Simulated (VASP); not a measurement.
# H22CO12 in VASP: notebook, part 2 of 2

VASP 6.6.1.

**4. Single point, PBEsol**

File INCAR:

```
ALGO = Normal ; EDIFF = 1E-6
ENCUT = 520 ; GGA = PS
ISIF = 2 ; ISMEAR = -1
LASPH = True ; LCHARG = False
LREAL = Auto ; LWAVE = False
NBANDS = 72 ; NELM = 80
PREC = Accurate ; SIGMA = 0.02
```

File KPOINTS:

```
k-points
0
Gamma
  1 1 1
```

File POSCAR:

```
H22CO12
1.0
    7.7854430000      0.0000000000      0.0000000000
    0.0000000000      7.7854430000      0.0000000000
    0.0000000000      0.0000000000      7.7854430000
O H C
12 22 1
Direct
    0.3588748900      0.2044328113      0.5196621438
    0.6197592096      0.3715523959      0.3019609803
    0.7345888988      0.8607731121      0.6215702819
    0.1675562971      0.4832223420      1.0569597645
    0.4727540873      0.6795374393      0.7091568200
    0.0431703116      0.2776335271      0.5211777930
    1.0136610081      0.0187272580      0.2542437213
    0.7888311558      0.3021921810      1.0308083946
    0.3903438764      1.1020310598      0.1306284048
    0.7406258064      0.1791677108      0.7154249283
    0.0449043169      0.6041403167      0.4130914580
    0.3117998552      0.6656268629      0.3412522576
    0.2248683858      0.2340521920      0.5431803945
    0.4302516890      0.3026288934      0.4676162936
    0.6466940931      0.4904152532      0.3078437540
    0.6612725827      0.3375402016      0.1896102765
    0.8226892163      0.7946753961      0.5739300898
    0.6504703714      0.7830511379      0.6776621446
    0.2024676052      0.5536486492      1.1661121917
    0.2034951640      0.3626254794      1.0701125164
    0.4763376984      0.5782972144      0.7719406590
    0.4053205450      0.6529236679      0.6031769804
   -0.0250467443      0.2427864413      0.6185518281
    0.0427721326      0.2016584027      0.4206568592
    0.9080022807      0.0463300547      0.1700866605
    1.1183178658      0.0303900497      0.1839972369
    0.8892750226      0.3748919618      1.0303973711
    0.7560391875      0.2811400713      0.9056774290
    0.4218642407      1.1784942745      0.2201673045
    0.4583939539      1.1116002005      0.0228888709
    0.6667186440      0.2171873842      0.6150324394
    0.7251096694      0.0484879280      0.6998188799
    0.1010218686      0.4965035387      0.4698255449
    0.1134681739      0.8339666734      0.3205726379
    0.1639213080      0.7020923536      0.3570638177
```

The run is started by

```sh
$ cat potpaw_PBE.64/O/POTCAR potpaw_PBE.64/H/POTCAR potpaw_PBE.64/C/POTCAR > POTCAR
$ mpirun -np 1 vasp_gam > vasp.out
```

Wall time 1.7 min (1 thread of Intel Xeon Platinum 8259CL at 2.50GHz (Skylake/Cascade Lake), shared host); peak memory 0.47 GiB.

The run converged. Its results:

* Free energy: -176.3569 eV
* Pressure: 0.2 GPa
* Largest force: 4.152 eV/Å
* Band gap on the k mesh: 4.01 eV

Forces on the atoms (eV/Å):
```
O   -0.059  1.197 -0.241
O   -1.094 -0.757  1.573
O   -1.324  1.433  1.036
O    0.015  0.785  1.198
O   -0.663  1.785 -1.974
O    1.115  1.236 -0.274
O   -2.406  1.367 -1.858
O   -0.615 -0.657 -0.953
O   -0.979 -1.361 -2.124
O   -0.961  0.004 -1.290
O   -1.026 -2.287  2.064
O    3.561 -1.290  0.092
H    2.534  0.197 -0.489
H   -1.396 -1.195  0.533
H    0.089  1.260  0.180
H    0.755 -0.397 -1.128
H    1.689 -1.123 -0.839
H   -0.408 -0.248 -0.306
H   -0.055 -1.984 -2.246
H    0.244  0.480  0.367
H   -0.069 -2.295  1.544
H    0.616  0.311  0.523
H   -1.211 -0.745  0.273
H   -0.894 -0.772 -0.205
H    2.464 -0.339  1.803
H    0.101  0.270 -0.204
H    0.742  0.524  0.076
H    0.299 -0.281  0.528
H    0.911  1.055  0.975
H   -0.361  0.302  1.243
H    0.669 -0.095  1.125
H    0.654  0.383  0.018
H   -1.247  0.333 -0.743
H   -0.031 -0.872  0.182
C   -1.659  3.778 -0.459
```

Stress tensor (GPa, compression positive):
```
 0.43 -0.20 -1.51
-0.20  1.37 -0.34
-1.51 -0.34 -1.11
```

Levels at points of the mesh, in eV from the valence-band top:
| k point | band 47 | band 48 | band 49 | band 50 | band 51 | band 52 |
| --- | --- | --- | --- | --- | --- | --- |
| (0.00, 0.00, 0.00) | -0.77 | -0.47 | 0.00 | 4.01 | 4.62 | 5.87 |

Caveat: the k points lie up to 0.81 Å⁻¹ apart; the PAW data sets were made with another functional, which shifts forces and pressure a little.

**5. Single point, PBEsol**

File INCAR:

```
SYSTEM = H22CO12
ALGO     = Normal         ! electronic algorithm
EDIFF    = 1E-7           ! SCF threshold, eV
ENCUT    = 520            ! plane-wave cutoff, eV
GGA      = PS             ! functional
ISIF     = 2              ! what is computed and relaxed
ISMEAR   = -1             ! smearing method
LASPH    = .TRUE.         ! aspherical terms in the spheres
LCHARG   = .FALSE.        ! write CHGCAR
LREAL    = Auto         
LWAVE    = .FALSE.        ! write WAVECAR
NBANDS   = 72             ! bands
NELM     = 60             ! most SCF steps
PREC     = Accurate       ! precision mode
SIGMA    = 0.02           ! smearing width, eV
```

File KPOINTS:

```
k-points
0
G
  1 1 1
  0 0 0
```

File POSCAR:

```
H22CO12
1.0
    7.7854430000      0.0000000000      0.0000000000
    0.0000000000      7.7854430000      0.0000000000
    0.0000000000      0.0000000000      7.7854430000
O H C
12 22 1
Direct
    0.4388574934      0.1854615081      0.5322625829
    0.6183077829      0.4102399825      0.3139448841
    0.7204984996      0.8738231081      0.5759723628
    0.1742611178      0.4407456326      1.1016328807
    0.4343362349      0.6861908821      0.6900827609
    0.0592901393      0.2304300475      0.4927914828
    1.0333259135     -0.0089012276      0.2450599150
    0.7876494632      0.2632220158      1.0559193613
    0.3701908806      1.1213620086      0.1506786447
    0.7836933621      0.2021079597      0.6979821187
    0.0357847331      0.5745080916      0.4206183258
    0.3034380959      0.6449600877      0.3486121471
    0.3035023184      0.2041116992      0.5340993441
    0.4845838573      0.2978507453      0.4777505917
    0.5990410565      0.5310937348      0.2870999120
    0.6478244077      0.3813655819      0.1951590937
    0.7636816556      0.7888953782      0.4859582171
    0.6039476495      0.8310124421      0.5993750131
    0.2183690768      0.5307212448      1.0318102644
    0.2495554845      0.3394026518      1.0618535130
    0.4768000999      0.5964207817      0.7764876064
    0.4178182282      0.6335028077      0.5806605995
   -0.0251238112      0.2210150405      0.5758439179
    0.0271147063      0.1404929687      0.4137336822
    0.9299791932      0.0254834568      0.1979335023
    1.1357863644      0.0099673198      0.1821090977
    0.8914072070      0.3450413804      1.0665545943
    0.7993764774      0.2589961804      0.9261258479
    0.4720219517      1.1450600820      0.2212077078
    0.4298149765      1.0797073461      0.0546019026
    0.6700068320      0.2368651341      0.6452811998
    0.7950350417      0.0706318189      0.6803081084
    0.0758209905      0.4469752074      0.3996432830
    0.1496125526      0.8012389276      0.4639556156
    0.1620074799      0.6693003853      0.4230330888
```

The run is started by

```sh
$ cat potpaw_PBE.64/O/POTCAR potpaw_PBE.64/H/POTCAR potpaw_PBE.64/C/POTCAR > POTCAR
$ mpirun -np 1 vasp_gam > vasp.out
```

Run time: 1.7 min. Hardware: 1 thread of Intel Xeon Platinum 8259CL at 2.50GHz (Skylake/Cascade Lake), shared host; peak memory 0.47 GiB.

It converged, with:

```yaml
Free_energy: -176.0942 eV
Pressure: 0.1 GPa
Largest_force: 6.558 eV/Å
Band_gap_on_the_k_mesh: 3.45 eV
```

Forces on the atoms (eV/Å):
```
O   -1.615  2.127 -0.413
O   -0.091  0.905 -0.107
O    0.899 -1.178 -1.501
O    0.354 -2.762 -0.695
O    0.913 -0.438  2.865
O    3.095  1.194 -1.704
O    0.863 -1.564  2.921
O    2.132  1.632 -1.179
O   -0.272  0.621  0.983
O   -0.317 -1.009  0.010
O   -3.072 -4.224  0.646
O   -0.150 -0.662  1.301
H    2.290 -0.326 -0.066
H   -0.731 -1.548  0.162
H   -0.586  0.404  0.899
H    0.611 -1.377 -0.444
H   -0.283  1.289  1.391
H   -0.259 -0.021  0.439
H    0.243  1.277 -0.524
H   -1.057  1.024  1.102
H   -0.612  1.336 -1.717
H   -0.333 -0.846 -1.372
H   -2.660  0.397  2.742
H    0.325 -1.019 -1.370
H   -2.089  1.123 -1.941
H    1.095  0.666 -1.060
H   -1.059 -1.055  0.724
H   -0.885 -0.728  0.168
H   -0.572  0.308  0.931
H    0.562 -0.967 -2.198
H    0.897 -0.888  0.389
H   -0.900  1.441 -0.104
H   -0.901  0.735  0.130
H   -0.922  0.729  0.946
C    5.086  3.408 -2.351
```

Stress tensor (GPa, compression positive):
```
-0.19  1.09 -0.32
 1.09 -0.78  1.44
-0.32  1.44  1.14
```

Levels at points of the mesh, in eV from the valence-band top:
```tsv
k point	band 47	band 48	band 49	band 50	band 51	band 52
(0.00, 0.00, 0.00)	-1.20	-0.82	0.00	3.45	4.73	5.55
```

Caveat: the k points lie up to 0.81 Å⁻¹ apart; the PAW data sets were made with another functional, which shifts forces and pressure a little.

**6. Single point, PBEsol**

File INCAR:

```
PREC     = Accurate       # precision mode
ENCUT    = 520            # plane-wave cutoff, eV
EDIFF    = 1E-7           # SCF threshold, eV
ISMEAR   = -1             # smearing method
SIGMA    = 0.02           # smearing width, eV
LREAL    = Auto         
LASPH    = True           # aspherical terms in the spheres
NELM     = 100            # most SCF steps
ALGO     = Normal         # electronic algorithm
ISIF     = 2              # what is computed and relaxed
LWAVE    = False          # write WAVECAR
LCHARG   = False          # write CHGCAR
GGA      = PS             # functional
NBANDS   = 72             # bands
```

File KPOINTS:

```
Automatic mesh
0
Gamma
  1 1 1
```

File POSCAR:

```
H22CO12
1.0
    7.7854430000      0.0000000000      0.0000000000
    0.0000000000      7.7854430000      0.0000000000
    0.0000000000      0.0000000000      7.7854430000
O H C
12 22 1
Direct
    0.4711099934      0.2765931239      0.5980006533
    0.6217372602      0.4030727603      0.2709543953
    0.6511639736      0.8240250426      0.4646620623
    0.1087157147      0.4171760040      1.0938362788
    0.4763762319      0.6792420162      0.8006866148
    0.1062624182      0.2318814742      0.4840058555
    1.0380912172      0.0191125926      0.1615579229
    0.8419302537      0.2591246253      0.9580443913
    0.3766645007      1.1608716421      0.1234098047
    0.7722617711      0.0998530206      0.6726014178
    0.0397665232      0.5745080916      0.5316717366
    0.2915954815      0.6821962475      0.4516120663
    0.3633704595      0.2549116344      0.5586066201
    0.5297707529      0.3027958717      0.4821819388
    0.5909233424      0.5266366988      0.2913771252
    0.5630636561      0.3272774587      0.1952233161
    0.6755684937      0.7981434069      0.3418431039
    0.6149039945      0.7297208393      0.5376187328
    0.1534402089      0.5213833047      1.1366341003
    0.1779474848      0.3134953271      1.1031742189
    0.5116985636      0.5549459421      0.8365098813
    0.3852959941      0.6435600389      0.7207810782
    0.0391242990      0.1676975864      0.5643866380
    0.0585323147      0.2317787183      0.3624713456
    0.9758468465      0.1205326402      0.0992878633
    1.0960969080     -0.0496696206      0.0610626781
    0.9173915987      0.3523884254      0.9391244660
    0.7992223435      0.1893148534      0.8589363508
    0.3743910269      1.0900471560      0.2230187800
    0.4279910597      1.0993979405      0.0266009269
    0.6465399593      0.1309238280      0.6521144654
    0.7788124581     -0.0236852290      0.6504832159
    0.1141617760      0.4736403568      0.5438354632
    0.0784669543      0.8136338549      0.3998487947
    0.1344303722      0.6937691278      0.4652143751
```

Potentials or basis: VASP PAW PBE potentials, release 64 (O, H, C).

The run is started by

```sh
$ cat potpaw_PBE.64/O/POTCAR potpaw_PBE.64/H/POTCAR potpaw_PBE.64/C/POTCAR > POTCAR
$ mpirun -np 1 vasp_gam > vasp.out
```

Wall time 1.7 min (1 thread of Intel Xeon Platinum 8259CL at 2.50GHz (Skylake/Cascade Lake), shared host); peak memory 0.46 GiB.

Results (log left out):

```yaml
Free_energy: -175.7392 eV
Pressure: -0.8 GPa
Largest_force: 4.885 eV/Å
Band_gap_on_the_k_mesh: 4.19 eV
```

Forces on the atoms (eV/Å):
```
O    4.786  0.943 -0.271
O    1.471  1.627  2.561
O    0.633  0.943 -0.827
O   -1.748 -0.899 -0.926
O    0.459 -2.849  0.438
O    1.123  1.150 -1.698
O    0.387 -0.304 -2.490
O   -1.367 -1.927  1.438
O    0.382  1.249 -1.212
O   -0.932  0.129  0.124
O   -1.513  0.438  0.282
O    0.334 -0.227  0.197
H   -4.477 -1.049 -1.072
H   -0.092  0.221  1.167
H   -0.463 -1.836 -0.943
H   -1.366  0.023 -1.261
H   -0.250 -0.307  1.380
H   -0.247 -0.572 -0.294
H    1.195  0.712  0.650
H    1.021  0.223  0.262
H   -0.265  2.331 -0.419
H   -0.043  0.486 -0.311
H   -1.217 -0.519  0.120
H    0.227 -0.427  1.737
H    0.217 -1.252  0.189
H   -1.281  1.645  2.074
H    0.970  1.065 -0.548
H    0.780  0.531 -0.471
H   -0.086 -1.003  0.791
H   -0.063 -0.107  0.360
H    0.889 -0.058 -0.163
H   -0.281 -0.062 -0.290
H    0.093 -1.254  0.156
H   -0.622 -0.893  0.908
C    1.347  1.831 -1.638
```

Stress tensor (GPa, compression positive):
```
 1.42  2.04  0.80
 2.04 -1.61  0.09
 0.80  0.09 -2.25
```

Levels at points of the mesh, in eV from the valence-band top:
```
           k point  band 45  band 46  band 47  band 48  band 49  band 50  band 51  band 52  band 53  band 54
(0.00, 0.00, 0.00)    -0.65    -0.47    -0.24    -0.07     0.00     4.19     4.83     6.11     6.54     6.63
```

Caveat: the k points lie up to 0.81 Å⁻¹ apart; the PAW data sets were made with another functional, which shifts forces and pressure a little.
